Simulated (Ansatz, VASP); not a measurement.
**GaN in VASP and in Ansatz**

```xyz
2
Lattice="0.0000 2.2490 2.2490 2.2490 0.0000 2.2490 2.2490 2.2490 0.0000" Properties=species:S:1:pos:R:3 pbc="T T T"
Ga    0.0000    0.0000    0.0000
N     3.3734    3.3734    3.3734
```

Alike in both runs: task single point; functional HSE06; k mesh 6 × 6 × 6; no spin polarisation.

|  | VASP | Ansatz |
| --- | --- | --- |
| version | VASP 6.6.1 | Ansatz 0.2.0 |
| potentials or method | VASP PAW PBE potentials, release 64 (Ga_d, N) | plane waves, PAW |
| plane-wave cutoff (eV) | 520 | 420 |
| occupations | gaussian, width 0.01 eV | fixed |
| valence electrons in the cell | 18 | 18 |

Ansatz gave:

| Property | Result |
| --- | --- |
| gap on the k mesh at the Fermi level (eV) | 3.01 |
| pressure (GPa) | 0.0 |

**Question.** Which values does VASP return?

**Answer.** gap on the k mesh at the Fermi level (eV): 3.02; pressure (GPa): -0.1.

Ansatz's warnings: stress exchange threshold loose, stress scf threshold loose.
